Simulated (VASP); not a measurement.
# NiO (P4/mmm) in VASP: notebook

NiO is run at these levels: PBE; tasks: single point, relaxation of cell and atoms.

Program: VASP 6.6.1. These are calculated values, not measurements. Logs are shortened: lines on timing, memory, paths and dates and some standing lists are left out, and cuts for length are marked.

## 1. The cell of the first run

The structure is tetragonal, space group P4/mmm (No. 123). Conventional cell: a = 2.590 Å, b = 2.590 Å, c = 2.986 Å, α = 90.00°, β = 90.00°, γ = 90.00°. Ni (site symmetry 4/mmm) has 2 O at 1.49 Å within 2.0 Å. O (site symmetry 4/mmm) has 2 Ni at 1.49 Å within 2.0 Å.

The cell was built from a structure type or drawn by symmetry, and may not be a known phase.

## 2. Single point, PBE, collinear spin, ferromagnetic start

INCAR reads:

```
SYSTEM = NiO
PREC = Accurate
ENCUT = 520
EDIFF = 1E-7
ISMEAR = 0
SIGMA = 0.1
LREAL = .False.
LASPH = .True.
NELM = 150
ALGO = Normal
ISIF = 2
LWAVE = .False.
LCHARG = .True.
ISPIN = 2
MAGMOM = 2 0
LORBIT = 11
LMAXMIX = 4
GGA = PE
LELF = .True.
LVHAR = .True.
NBANDS = 19
```

KPOINTS reads:

```
regular mesh
0
Gamma
  6 6 6
  0 0 0
```

POSCAR reads:

```
NiO
1.0
    2.5903546300      0.0000000000      0.0000000000
    0.0000000000      2.5903546300      0.0000000000
    0.0000000000      0.0000000000      2.9860654600
Ni O
1 1
Direct
    0.0000000000      0.0000000000      0.5000000000
    0.0000000000      0.0000000000      0.0000000000
```

Potentials or basis: VASP PAW PBE potentials, release 64 (Ni, O).

The run is started by

```sh
$ cat potpaw_PBE.64/Ni/POTCAR potpaw_PBE.64/O/POTCAR > POTCAR
$ mpirun -np 1 vasp_std > vasp.out
```

OUTCAR:

```text
SYSTEM = NiO
   PREC = Accurate
   ENCUT = 520
   EDIFF = 1E-7
   ISMEAR = 0
   LREAL = .False.
   LASPH = .True.
   NELM = 150
   ISIF = 2
   ISPIN = 2
   LORBIT = 11
   GGA = PE

 ion  position               nearest neighbor table
   1  0.000  0.000  0.500-   2 1.49   2 1.49
   2  0.000  0.000  0.000-   1 1.49   1 1.49

  LATTYP: Found a simple tetragonal cell.
 ALAT       =     2.5903546300
 C/A-ratio  =     1.1527631875

  Lattice vectors:

 A1 = (   2.5903546300,   0.0000000000,   0.0000000000)
 A2 = (   0.0000000000,   2.5903546300,   0.0000000000)
 A3 = (   0.0000000000,   0.0000000000,   2.9860654600)

Analysis of symmetry for initial positions (statically):
=====================================================================
 Subroutine PRICEL returns:
 Original cell was already a primitive cell.

 Routine SETGRP: Setting up the symmetry group for a
 simple tetragonal supercell.

 Subroutine GETGRP returns: Found 16 space group operations
 (whereof 16 operations were pure point group operations)
 out of a pool of 16 trial point group operations.

The static configuration has the point symmetry D_4h.

Analysis of symmetry for dynamics (positions and initial velocities):
=====================================================================
 Subroutine PRICEL returns:
 Original cell was already a primitive cell.

 Routine SETGRP: Setting up the symmetry group for a
 simple tetragonal supercell.

 Subroutine GETGRP returns: Found 16 space group operations
 (whereof 16 operations were pure point group operations)
 out of a pool of 16 trial point group operations.

The dynamic configuration has the point symmetry D_4h.

Analysis of structural, dynamic, and magnetic symmetry:
=====================================================================
 Subroutine PRICEL returns:
 Original cell was already a primitive cell.

 Routine SETGRP: Setting up the symmetry group for a
 simple tetragonal supercell.

 Subroutine GETGRP returns: Found 16 space group operations
 (whereof 16 operations were pure point group operations)
 out of a pool of 16 trial point group operations.

The overall configuration has the point symmetry D_4h.

 Subroutine INISYM returns: Found 16 space group operations
 (whereof 16 operations are pure point group operations),
 and found     1 'primitive' translations

----------------------------------------------------------------------------------------

                                     Primitive cell
[... 114 lines left out ...]
  Thomas-Fermi vector in A             =   2.627897
   LORBIT       =     11    0 simple, 1 ext, 2 COOP (PROOUT), +10 PAW based schemes
   GGA     = PE    functional components
   LHFCALC =     F    Hartree Fock is set to
   AEXX    =    0.0000 exact exchange contribution
   IVDW    =     0    specifies the selected vdW correction
   LEPSILON=     F    determine dielectric tensor
   LRPA    =     F    only Hartree local field effects (RPA)
 spin polarized calculation
 Gauss-broadening in eV      SIGMA  =   0.10
  energy-cutoff  :      520.00
  volume of cell :       20.04
 maximum number of plane-waves:       556
 NGX is ok and might be reduce to    20
   NGX =  9   NGY =  9   NGZ = 11

 number of electron      16.0000008 magnetization       0.0022303

 number of electron      16.0000008 magnetization      -0.0002077

 Free energy of the ion-electron system (eV)
  ---------------------------------------------------
  ext. energy  EPLUGINS =         0.00000000
  ---------------------------------------------------
  free energy    TOTEN  =        -9.34057578 eV

  energy without entropy =       -9.33385033  energy(sigma->0) =       -9.33721305

 E-fermi :   6.6018     XC(G=0): -11.7854

 val. band max:        6.5284504381   @ k =   0.3333   0.3333   0.5000
 cond. band min:       6.6449222095   @ k =   0.3333   0.0000   0.3333
 fundamental gap:      0.1164717714
 Fermi energy:         6.6017859782

 spin component 1

 k-point     1 :       0.0000    0.0000    0.0000
  band No.  band energies     occupation
      1     -15.5980      1.00000
      2       0.8115      1.00000
      3       0.9599      1.00000
      4       3.0883      1.00000
      5       3.0883      1.00000
      6       3.2186      1.00000
[... 517 lines left out ...]
     18      35.2770      0.00000
     19      35.7798      0.00000

 [... further k-points ...]

 spin component 2

 k-point     1 :       0.0000    0.0000    0.0000
  band No.  band energies     occupation
      1     -15.5980      1.00000
      2       0.8114      1.00000
      3       0.9598      1.00000
      4       3.0883      1.00000
      5       3.0883      1.00000
      6       3.2184      1.00000
[... 517 lines left out ...]
     18      35.2770      0.00000
     19      35.7798      0.00000

 [... further k-points ...]

------------------------ aborting loop because EDIFF is reached ----------------------------------------

  FORCE on cell =-STRESS in cart. coord.  units (eV):
  Direction    XX          YY          ZZ          XY          YZ          ZX
  --------------------------------------------------------------------------------------
  -------------------------------------------------------------------------------------
  Total        1.9338246      1.9338246     29.8741925      0.0000000     -0.0000000      0.0000000
  in kB      154.6357410    154.6357410   2388.8505717      0.0000000     -0.0000000      0.0000000
  external PRESSURE =     899.3740179 kB  Pullay stress =       0.0000000 kB

 VOLUME and BASIS-vectors are now :
 -----------------------------------------------------------------------------
  energy-cutoff  :      520.00
  volume of cell :       20.04
      direct lattice vectors                 reciprocal lattice vectors
     2.590354630  0.000000000  0.000000000     0.386047527  0.000000000  0.000000000
     0.000000000  2.590354630  0.000000000     0.000000000  0.386047527  0.000000000
     0.000000000  0.000000000  2.986065460     0.000000000  0.000000000  0.334888841

 POSITION                                       TOTAL-FORCE (eV/Angst)
 -----------------------------------------------------------------------------------
      0.00000      0.00000      1.49303         0.000000      0.000000      0.000000
      0.00000      0.00000      0.00000         0.000000      0.000000      0.000000
 -----------------------------------------------------------------------------------
    total drift:                               -0.000000     -0.000000      0.000000

  FREE ENERGIE OF THE ION-ELECTRON SYSTEM (eV)
  ---------------------------------------------------
  free  energy   TOTEN  =        -9.3405757786 eV

  energy  without entropy=       -9.3338503290  energy(sigma->0) =       -9.33721305

 total charge

# of ion       s       p       d       tot
------------------------------------------
    1        0.725   1.083   8.653  10.460
    2        1.610   3.581   0.000   5.192
--------------------------------------------------
tot          2.335   4.665   8.653  15.652

 magnetization (x)

# of ion       s       p       d       tot
------------------------------------------
    1       -0.000   0.000  -0.000  -0.000
    2       -0.000  -0.000   0.000  -0.000
--------------------------------------------------
tot         -0.000  -0.000  -0.000  -0.000
```

OSZICAR:

```text
N       E                     dE             d eps       ncg     rms          rms(c)
DAV:   1     0.842830187065E+02    0.84283E+02   -0.74109E+03  3160   0.108E+03
DAV:   2    -0.791342011297E+01   -0.92196E+02   -0.79373E+02  3102   0.232E+02
DAV:   3    -0.129570539561E+02   -0.50436E+01   -0.49053E+01  3542   0.553E+01
DAV:   4    -0.130013964259E+02   -0.44342E-01   -0.44296E-01  3369   0.489E+00
DAV:   5    -0.130020511980E+02   -0.65477E-03   -0.65475E-03  3422   0.628E-01    0.376E+01
DAV:   6    -0.120526853477E+02    0.94937E+00   -0.25867E+01  3530   0.918E+01    0.234E+01
DAV:   7    -0.958735055636E+01    0.24653E+01   -0.11666E+01  3526   0.725E+01    0.127E+01
DAV:   8    -0.933793844226E+01    0.24941E+00   -0.83469E-01  3951   0.151E+01    0.329E+00
DAV:   9    -0.934019961145E+01   -0.22612E-02   -0.63990E-02  3391   0.209E+00    0.114E+00
DAV:  10    -0.934034484784E+01   -0.14524E-03   -0.24774E-03  3746   0.709E-01    0.521E-01
DAV:  11    -0.934055380845E+01   -0.20896E-03   -0.42081E-04  3293   0.268E-01    0.159E-01
DAV:  12    -0.934056810537E+01   -0.14297E-04   -0.54528E-05  3666   0.102E-01    0.827E-02
DAV:  13    -0.934057318935E+01   -0.50840E-05   -0.28952E-05  3422   0.590E-02    0.183E-02
DAV:  14    -0.934057478858E+01   -0.15992E-05   -0.34412E-06  3651   0.239E-02    0.117E-02
DAV:  15    -0.934057555584E+01   -0.76726E-06   -0.65725E-07  3272   0.118E-02    0.374E-03
DAV:  16    -0.934057568264E+01   -0.12679E-06   -0.68337E-08  2614   0.310E-03    0.131E-03
DAV:  17    -0.934057577864E+01   -0.95999E-07   -0.64574E-08  2709   0.228E-03
   1 F= -.93405758E+01 E0= -.93372131E+01  d E =-.672545E-02  mag=    -0.0000
```

It took 17 s on 1 thread of AMD EPYC 9R45 (Zen 5), shared host; peak memory 0.12 GiB.

Results:

```yaml
Free_energy: -9.3406 eV
Pressure: 89.9 GPa
Band_gap_on_the_k_mesh: zero (filled and empty bands overlap)
Net_moment: 0.00 μB per cell
Valence_electrons_inside_the_program's_atomic_spheres: Ni 10.46; O 5.19
```

Levels at points of the mesh, in eV from the Fermi level:
Spin up:
| k point | band 5 | band 6 | band 7 | band 8 | band 9 | band 10 | band 11 | band 12 |
| --- | --- | --- | --- | --- | --- | --- | --- | --- |
| (0.00, 0.00, 0.00) | -3.51 | -3.38 | -2.98 | -2.98 | -1.42 | 4.46 | 15.16 | 15.55 |
| (0.50, 0.00, 0.00) | -3.78 | -3.15 | -2.91 | -2.02 | -1.00 | 5.03 | 9.30 | 17.54 |
| (0.50, 0.50, 0.00) | -3.61 | -3.61 | -3.56 | -0.98 | -0.86 | 8.43 | 9.63 | 9.63 |
| (0.00, 0.00, 0.50) | -4.77 | -3.25 | -1.40 | 1.32 | 1.32 | 7.94 | 9.94 | 17.41 |
| (0.50, 0.00, 0.50) | -3.23 | -1.96 | 0.47 | 0.77 | 1.42 | 2.16 | 13.55 | 13.72 |
| (0.50, 0.50, 0.50) | -3.26 | -0.96 | 0.67 | 0.67 | 2.69 | 6.59 | 6.59 | 10.37 |
Spin down:
| k point | band 4 | band 5 | band 6 | band 7 | band 8 | band 9 | band 10 | band 11 | band 12 | band 13 |
| --- | --- | --- | --- | --- | --- | --- | --- | --- | --- | --- |
| (0.00, 0.00, 0.00) | -3.51 | -3.51 | -3.38 | -2.98 | -2.98 | -1.42 | 4.46 | 15.16 | 15.55 | 16.58 |
| (0.50, 0.00, 0.00) | -3.80 | -3.78 | -3.15 | -2.91 | -2.02 | -1.00 | 5.03 | 9.30 | 17.54 | 19.64 |
| (0.50, 0.50, 0.00) | -4.91 | -3.61 | -3.61 | -3.56 | -0.98 | -0.86 | 8.43 | 9.63 | 9.63 | 18.92 |
| (0.00, 0.00, 0.50) | -6.47 | -4.77 | -3.25 | -1.40 | 1.32 | 1.32 | 7.94 | 9.94 | 17.41 | 17.82 |
| (0.50, 0.00, 0.50) | -6.24 | -3.23 | -1.96 | 0.47 | 0.77 | 1.42 | 2.16 | 13.55 | 13.72 | 14.51 |
| (0.50, 0.50, 0.50) | -8.34 | -3.26 | -0.96 | 0.67 | 0.67 | 2.69 | 6.59 | 6.59 | 10.37 | 12.33 |

Caveat: the k points lie up to 0.40 Å⁻¹ apart, too coarse for converged energies and pressures of a metal; semilocal functionals often make such compounds metallic where correlation or magnetic order opens a gap, which also shifts bond lengths.

## 3. Single point, PBE, collinear spin, ferromagnetic start

This run uses another cell than the first one, of 13.18 Å³/atom.

INCAR reads:

```
ALGO = Normal
EDIFF = 1E-7
ENCUT = 520
GGA = PE
ISIF = 2
ISMEAR = 0
ISPIN = 2
LASPH = True
LCHARG = False
LMAXMIX = 4
LORBIT = 11
LREAL = False
LWAVE = False
MAGMOM = 2 0
NBANDS = 19
NELM = 150
PREC = Accurate
SIGMA = 0.1
```

KPOINTS reads:

```
k-points
0
Gamma
  6 6 6
```

POSCAR reads:

```
NiO
1.0
    2.8002854162      0.0000000000      0.0000000000
    0.0000000000      2.8002854162      0.0000000000
    0.0000000000      0.0000000000      3.3604621385
Ni O
1 1
Direct
    0.0000000000      0.0000000000      0.5000000000
    0.0000000000      0.0000000000      0.0000000000
```

Potentials or basis: VASP PAW PBE potentials, release 64 (Ni, O).

The run is started by

```sh
$ cat potpaw_PBE.64/Ni/POTCAR potpaw_PBE.64/O/POTCAR > POTCAR
$ mpirun -np 1 vasp_std > vasp.out
```

It took 36 s on 1 thread of AMD EPYC 9R45 (Zen 5), shared host; peak memory 0.14 GiB.

Results (log left out):

```
Free energy                                           : -11.0274 eV
Pressure                                              : 0.2 GPa
Band gap on the k mesh                                : zero (filled and empty bands overlap)
Net moment                                            : 0.00 μB per cell
Valence electrons inside the program's atomic spheres : Ni 9.44; O 4.97
```

Stress tensor (GPa, compression positive):
```
0.34 0.00 0.00
0.00 0.34 0.00
0.00 0.00 0.04
```

Levels at points of the mesh, in eV from the Fermi level:
Spin up:
```csv
k point,band 5,band 6,band 7,band 8,band 9,band 10,band 11,band 12
"(0.00, 0.00, 0.00)",-2.07,-2.07,-1.85,-1.85,-0.76,2.63,13.52,13.82
"(0.50, 0.00, 0.00)",-2.40,-1.82,-1.81,-1.15,-0.67,4.86,6.74,15.52
"(0.50, 0.50, 0.00)",-2.28,-2.28,-2.13,-0.80,-0.45,8.45,8.45,8.66
"(0.00, 0.00, 0.50)",-3.32,-2.03,-0.75,0.86,0.86,7.44,7.61,15.78
"(0.50, 0.00, 0.50)",-2.09,-1.13,0.25,0.55,0.93,2.79,10.60,12.66
"(0.50, 0.50, 0.50)",-1.99,-0.45,0.38,0.38,1.69,6.36,6.36,10.95
```
Spin down:
| k point | band 5 | band 6 | band 7 | band 8 | band 9 | band 10 | band 11 | band 12 |
| --- | --- | --- | --- | --- | --- | --- | --- | --- |
| (0.00, 0.00, 0.00) | -2.08 | -2.08 | -1.86 | -1.86 | -0.76 | 2.63 | 13.52 | 13.82 |
| (0.50, 0.00, 0.00) | -2.40 | -1.82 | -1.81 | -1.16 | -0.67 | 4.86 | 6.73 | 15.52 |
| (0.50, 0.50, 0.00) | -2.29 | -2.29 | -2.13 | -0.80 | -0.46 | 8.45 | 8.45 | 8.66 |
| (0.00, 0.00, 0.50) | -3.32 | -2.03 | -0.75 | 0.86 | 0.86 | 7.44 | 7.61 | 15.78 |
| (0.50, 0.00, 0.50) | -2.09 | -1.13 | 0.25 | 0.55 | 0.93 | 2.79 | 10.60 | 12.66 |
| (0.50, 0.50, 0.50) | -1.99 | -0.45 | 0.38 | 0.38 | 1.69 | 6.36 | 6.36 | 10.95 |

Caveat: the k points lie up to 0.37 Å⁻¹ apart, too coarse for converged energies and pressures of a metal; semilocal functionals often make such compounds metallic where correlation or magnetic order opens a gap, which also shifts bond lengths.

(Part 1 of 2 ends here.)
